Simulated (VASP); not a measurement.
# Tl (P6_3/mmc) in VASP: notebook, part 2 of 2

VASP 6.6.1. The steps go on from the part before.

**3. Single point, PBEsol**

Contents of INCAR:

```
PREC     = Accurate       # precision mode
ENCUT    = 520            # plane-wave cutoff, eV
EDIFF    = 1E-6           # SCF threshold, eV
ISMEAR   = -1             # smearing method
SIGMA    = 0.05           # smearing width, eV
LREAL    = F              # projectors in reciprocal space
LASPH    = T              # aspherical terms in the spheres
NELM     = 80             # most SCF steps
ALGO     = Fast           # electronic algorithm
ISIF     = 2              # what is computed and relaxed
LWAVE    = F              # write WAVECAR
LCHARG   = F              # write CHGCAR
GGA      = PS             # functional
NBANDS   = 20             # bands
```

Contents of KPOINTS:

```
Automatic mesh
0
Gamma
  9 9 5
```

Contents of POSCAR:

```
Tl
1.0
    3.4560000000      0.0000000000      0.0000000000
   -1.7280000000      2.9929837955      0.0000000000
    0.0000000000      0.0000000000      5.5250000000
Tl
2
Direct
    0.6666666667      0.3333333333      0.7500000000
    0.3333333333      0.6666666667      0.2500000000
```

Potentials or basis: VASP PAW PBE potentials, release 64 (Tl_d).

The run is started by

```
cat potpaw_PBE.64/Tl_d/POTCAR > POTCAR
mpirun -np 1 vasp_std > vasp.out
```

OUTCAR:

```text
PREC = Accurate
   ENCUT = 520
   EDIFF = 1E-6
   ISMEAR = -1
   LREAL = F
   LASPH = T
   NELM = 80
   ISIF = 2
   GGA = PS

 ion  position               nearest neighbor table
   1  0.667  0.333  0.750-   2 3.41   2 3.41   2 3.41   2 3.41   2 3.41   2 3.41
   2  0.333  0.667  0.250-   1 3.41   1 3.41   1 3.41   1 3.41   1 3.41   1 3.41

  LATTYP: Found a hexagonal cell.
 ALAT       =     3.4560000000
 C/A-ratio  =     1.5986689815

  Lattice vectors:

 A1 = (   3.4560000000,   0.0000000000,   0.0000000000)
 A2 = (  -1.7280000000,   2.9929837955,   0.0000000000)
 A3 = (   0.0000000000,   0.0000000000,   5.5250000000)

Analysis of symmetry for initial positions (statically):
=====================================================================
 Subroutine PRICEL returns:
 Original cell was already a primitive cell.

 Routine SETGRP: Setting up the symmetry group for a
 hexagonal supercell.

 Subroutine GETGRP returns: Found 24 space group operations
 (whereof 12 operations were pure point group operations)
 out of a pool of 24 trial point group operations.

The static configuration has the point symmetry D_3d.
 The point group associated with its full space group is D_6h.

Analysis of symmetry for dynamics (positions and initial velocities):
=====================================================================
 Subroutine PRICEL returns:
 Original cell was already a primitive cell.

 Routine SETGRP: Setting up the symmetry group for a
 hexagonal supercell.

 Subroutine GETGRP returns: Found 24 space group operations
 (whereof 12 operations were pure point group operations)
 out of a pool of 24 trial point group operations.

The dynamic configuration has the point symmetry D_3d.
 The point group associated with its full space group is D_6h.

 Subroutine INISYM returns: Found 24 space group operations
 (whereof 12 operations are pure point group operations),
 and found     1 'primitive' translations

[... 111 lines left out ...]
   IALGO  =     68    algorithm
   IMIX   =      4    mixing-type and parameters
     AMIX     =   0.40;   BMIX     =  1.00
     AMIX_MAG =   1.60;   BMIX_MAG =  1.00
  volume/ion in A,a.u.               =      28.57       192.83
  Fermi-wavevector in a.u.,A,eV,Ry     =   1.259107  2.379366 21.569987  1.585349
  Thomas-Fermi vector in A             =   2.392683
   LORBIT       =      0    0 simple, 1 ext, 2 COOP (PROOUT), +10 PAW based schemes
   GGA     = PS    functional components
   LHFCALC =     F    Hartree Fock is set to
   AEXX    =    0.0000 exact exchange contribution
   IVDW    =     0    specifies the selected vdW correction
   LEPSILON=     F    determine dielectric tensor
   LRPA    =     F    only Hartree local field effects (RPA)
 non-spin polarized calculation
 RMM-DIIS sequential band-by-band and
  energy-cutoff  :      520.00
  volume of cell :       57.15
 maximum number of plane-waves:      1558
 NGX is ok and might be reduce to    28
   NGX = 13   NGY = 13   NGZ = 21

 number of electron      26.0000004 magnetization

 Free energy of the ion-electron system (eV)
  ---------------------------------------------------
  ext. energy  EPLUGINS =         0.00000000
  ---------------------------------------------------
  free energy    TOTEN  =        -5.24398651 eV

  energy without entropy =       -5.22949297  energy(sigma->0) =       -5.23673974

 E-fermi :   6.3536     XC(G=0): -10.3695

 val. band max:        6.3418089751   @ k =   0.2222   0.2222   0.4000
 cond. band min:       6.3885582946   @ k =   0.2222   0.1111   0.2000
 fundamental gap:      0.0467493195
 Fermi energy:         6.3536499950

 k-point     1 :       0.0000    0.0000    0.0000
  band No.  band energies     occupation
      1      -5.3536      2.00000
      2      -5.1172      2.00000
      3      -5.0994      2.00000
      4      -5.0994      2.00000
      5      -5.0452      2.00000
      6      -5.0452      2.00000
[... 541 lines left out ...]
     19      13.9369      0.00000
     20      21.3783      0.00000

 [... further k-points ...]

------------------------ aborting loop because EDIFF is reached ----------------------------------------

  FORCE on cell =-STRESS in cart. coord.  units (eV):
  Direction    XX          YY          ZZ          XY          YZ          ZX
  --------------------------------------------------------------------------------------
  -------------------------------------------------------------------------------------
  Total       -0.0915643     -0.0915643      0.3639994      0.0000000      0.0000000      0.0000000
  in kB       -2.5670024     -2.5670024     10.2047154      0.0000000      0.0000000      0.0000000
  external PRESSURE =       1.6902369 kB  Pullay stress =       0.0000000 kB

 VOLUME and BASIS-vectors are now :
 -----------------------------------------------------------------------------
  energy-cutoff  :      520.00
  volume of cell :       57.15
      direct lattice vectors                 reciprocal lattice vectors
     3.456000000  0.000000000  0.000000000     0.289351852  0.167057370  0.000000000
    -1.728000000  2.992983795  0.000000000     0.000000000  0.334114739  0.000000000
     0.000000000  0.000000000  5.525000000     0.000000000  0.000000000  0.180995475

 POSITION                                       TOTAL-FORCE (eV/Angst)
 -----------------------------------------------------------------------------------
      1.72800      0.99766      4.14375         0.000000     -0.000000      0.000000
     -0.00000      1.99532      1.38125        -0.000000      0.000000      0.000000
 -----------------------------------------------------------------------------------
    total drift:                               -0.000000      0.000000     -0.000000

  FREE ENERGIE OF THE ION-ELECTRON SYSTEM (eV)
  ---------------------------------------------------
  free  energy   TOTEN  =        -5.2439865053 eV

  energy  without entropy=       -5.2294929659  energy(sigma->0) =       -5.23673974
```

OSZICAR:

```text
N       E                     dE             d eps       ncg     rms          rms(c)
DAV:   1     0.131105299021E+03    0.13111E+03   -0.14085E+04  1448   0.123E+03
DAV:   2    -0.264976781201E+01   -0.13376E+03   -0.13111E+03  1584   0.277E+02
DAV:   3    -0.530265855877E+01   -0.26529E+01   -0.26348E+01  1672   0.341E+01
DAV:   4    -0.531848815618E+01   -0.15830E-01   -0.15829E-01  1524   0.285E+00
DAV:   5    -0.531870225151E+01   -0.21410E-03   -0.21409E-03  1616   0.329E-01    0.303E+00
RMM:   6    -0.525546904172E+01    0.63233E-01   -0.10190E-01  1442   0.212E+00    0.208E+00
RMM:   7    -0.524501537961E+01    0.10454E-01   -0.50845E-02  1467   0.161E+00    0.829E-01
RMM:   8    -0.524399866223E+01    0.10167E-02   -0.43906E-03  1492   0.447E-01    0.862E-02
RMM:   9    -0.524398732514E+01    0.11337E-04   -0.23391E-04  1596   0.121E-01    0.341E-02
RMM:  10    -0.524398591853E+01    0.14066E-05   -0.33782E-05  1587   0.493E-02    0.266E-03
RMM:  11    -0.524398650530E+01   -0.58677E-06   -0.72723E-06  1248   0.204E-02
   1 F= -.52439865E+01 E0= -.52367397E+01  d E =-.144935E-01
```

stdout:

```text
POSCAR found type information on POSCAR Tl
 POSCAR found :  1 types and       2 ions
 scaLAPACK will be used
 -----------------------------------------------------------------------------
|                                                                             |
|                                                                             |
|     You enforced a specific xc type in the INCAR file but a different       |
|     I HOPE YOU KNOW WHAT YOU ARE DOING!                                     |
|                                                                             |
 -----------------------------------------------------------------------------

 LDA part: xc-table for (Slater+PW92), standard interpolation
 POSCAR, INCAR and KPOINTS ok, starting setup
 FFT: planning ... GRIDC
 FFT: planning ... GRID_SOFT
 FFT: planning ... GRID
 WAVECAR not read
 entering main loop
```

Run time: 20 s. Hardware: 1 thread of Intel Xeon Platinum 8488C (Sapphire Rapids), shared host; peak memory 0.19 GiB.

What came out:

* Free energy: -5.2440 eV
* Pressure: 0.2 GPa
* Band gap on the k mesh: zero (band 13 reaches 8.48 eV, above the bottom of band 14 at 4.80 eV)

Stress tensor (GPa, compression positive):
```
-0.26  0.00  0.00
 0.00 -0.26  0.00
 0.00  0.00  1.02
```

Levels at points of the mesh, in eV from the Fermi level:
| k point | band 10 | band 11 | band 12 | band 13 | band 14 | band 15 | band 16 | band 17 |
| --- | --- | --- | --- | --- | --- | --- | --- | --- |
| (0.00, 0.00, 0.00) | -10.99 | -10.03 | -5.08 | -2.83 | 8.01 | 8.01 | 10.10 | 10.10 |

Caveat: the PAW data sets were made with another functional, which shifts forces and pressure a little; spin-orbit coupling is left out, which moves the levels of the heavy elements.

**4. Single point, RPBE**

Contents of INCAR:

```
PREC     = Accurate       # precision mode
ENCUT    = 520            # plane-wave cutoff, eV
EDIFF    = 1E-6           # SCF threshold, eV
ISMEAR   = -1             # smearing method
SIGMA    = 0.05           # smearing width, eV
LREAL    = F              # projectors in reciprocal space
LASPH    = T              # aspherical terms in the spheres
NELM     = 100            # most SCF steps
ALGO     = Normal         # electronic algorithm
ISIF     = 2              # what is computed and relaxed
LWAVE    = F              # write WAVECAR
LCHARG   = T              # write CHGCAR
GGA      = RP             # functional
LELF     = T              # ELF
LVHAR    = T            
NBANDS   = 20             # bands
```

KPOINTS is that of step 3.

POSCAR is that of step 3.

The run is started by

```
cat potpaw_PBE.64/Tl_d/POTCAR > POTCAR
mpirun -np 1 vasp_std > vasp.out
```

Run time: 19 s. Hardware: 1 thread of Intel Xeon Platinum 8488C (Sapphire Rapids), shared host; peak memory 0.18 GiB.

It converged, with:

```
Free energy            : -3.5193 eV
Pressure               : 5.3 GPa
Band gap on the k mesh : zero (band 13 reaches 8.85 eV, above the bottom of band 14 at 5.17 eV)
```

Stress tensor (GPa, compression positive):
```
4.80 0.00 0.00
0.00 4.80 0.00
0.00 0.00 6.23
```

Levels at points of the mesh, in eV from the Fermi level:
| k point | band 9 | band 10 | band 11 | band 12 | band 13 | band 14 | band 15 | band 16 | band 17 | band 18 |
| --- | --- | --- | --- | --- | --- | --- | --- | --- | --- | --- |
| (0.00, 0.00, 0.00) | -11.16 | -11.16 | -10.03 | -5.10 | -2.82 | 8.01 | 8.01 | 10.09 | 10.09 | 10.28 |

Caveat: the PAW data sets were made with another functional, which shifts forces and pressure a little; spin-orbit coupling is left out, which moves the levels of the heavy elements.

**5. Single point, revPBE**

Contents of INCAR:

```
SYSTEM = Tl
PREC     = Accurate       ! precision mode
ENCUT    = 520            ! plane-wave cutoff, eV
EDIFF    = 1E-6           ! SCF threshold, eV
ISMEAR   = -1             ! smearing method
SIGMA    = 0.05           ! smearing width, eV
LREAL    = .False.        ! projectors in reciprocal space
LASPH    = .True.         ! aspherical terms in the spheres
NELM     = 100            ! most SCF steps
ALGO     = Normal         ! electronic algorithm
ISIF     = 2              ! what is computed and relaxed
LWAVE    = .False.        ! write WAVECAR
LCHARG   = .False.        ! write CHGCAR
GGA      = RE             ! functional
NBANDS   = 20             ! bands
```

Contents of KPOINTS:

```
regular mesh
0
Gamma
  9 9 5
  0 0 0
```

POSCAR is that of step 4.

The run is started by

```
cat potpaw_PBE.64/Tl_d/POTCAR > POTCAR
mpirun -np 1 vasp_std > vasp.out
```

It took 18 s on 1 thread of Intel Xeon Platinum 8488C (Sapphire Rapids), shared host; peak memory 0.18 GiB.

The run converged. Its results:

```yaml
Free_energy: -3.6788 eV
Pressure: 4.7 GPa
Band_gap_on_the_k_mesh: zero (band 13 reaches 8.80 eV, above the bottom of band 14 at 5.13 eV)
```

Stress tensor (GPa, compression positive):
```
4.28 0.00 0.00
0.00 4.28 0.00
0.00 0.00 5.68
```

Levels at points of the mesh, in eV from the Fermi level:
| k point | band 10 | band 11 | band 12 | band 13 | band 14 | band 15 | band 16 | band 17 |
| --- | --- | --- | --- | --- | --- | --- | --- | --- |
| (0.00, 0.00, 0.00) | -11.14 | -10.03 | -5.10 | -2.82 | 8.01 | 8.01 | 10.09 | 10.09 |

Caveat: the PAW data sets were made with another functional, which shifts forces and pressure a little; spin-orbit coupling is left out, which moves the levels of the heavy elements.

**6. Single point, BLYP**

Contents of INCAR:

```
SYSTEM = Tl
PREC = Accurate ; ENCUT = 520
EDIFF = 1E-6 ; ISMEAR = -1
SIGMA = 0.05 ; LREAL = .FALSE.
LASPH = .TRUE. ; NELM = 60
ALGO = Fast ; ISIF = 2
LWAVE = .FALSE. ; LCHARG = .FALSE.
GGA = B5 ; ALDAX = 1.0
AGGAX = 1.0 ; AGGAC = 1.0
ALDAC = 0.0 ; NBANDS = 20
```

Contents of KPOINTS:

```
Automatic mesh
0
G
  9 9 5
  0 0 0
```

POSCAR is that of step 5.

Potentials or basis: VASP PAW PBE potentials, release 64 (Tl_d).

The run is started by

```
cat potpaw_PBE.64/Tl_d/POTCAR > POTCAR
mpirun -np 1 vasp_std > vasp.out
```

Wall time 31 s (1 thread of Intel Xeon Platinum 8488C (Sapphire Rapids), shared host); peak memory 0.18 GiB.

Results (log left out):

```
Free energy            : -3.1595 eV
Pressure               : 7.3 GPa
Band gap on the k mesh : zero (band 13 reaches 9.18 eV, above the bottom of band 14 at 5.58 eV)
```

Stress tensor (GPa, compression positive):
```
6.84 0.00 0.00
0.00 6.84 0.00
0.00 0.00 8.08
```

Levels at points of the mesh, in eV from the Fermi level:
```tsv
k point	band 11	band 12	band 13	band 14	band 15	band 16
(0.00, 0.00, 0.00)	-10.07	-5.22	-2.74	7.83	7.83	9.94
```

Caveat: the PAW data sets were made with another functional, which shifts forces and pressure a little; spin-orbit coupling is left out, which moves the levels of the heavy elements.

**7. The runs side by side**

| level | potentials or basis | gap on the mesh (eV) | pressure (GPa) |
| --- | --- | --- | --- |
| LDA | VASP PAW LDA potentials, release 64 (Tl_d) | none | -1.5 |
| PBEsol | VASP PAW PBE potentials, release 64 (Tl_d) | none | 0.2 |
| RPBE | VASP PAW PBE potentials, release 64 (Tl_d) | none | 5.3 |
| revPBE | VASP PAW PBE potentials, release 64 (Tl_d) | none | 4.7 |
| BLYP | VASP PAW PBE potentials, release 64 (Tl_d) | none | 7.3 |

Alike in all rows: task single point; no spin polarisation; cell as given; k mesh 9 × 9 × 5; cutoff (eV) 520; smearing fermi-dirac 0.05 eV.

Caveats: spin-orbit coupling is left out, which moves the levels of the heavy elements; the PAW data sets were made with another functional, which shifts forces and pressure a little (some runs).

Absolute energies hang on the potentials; compare differences alone.
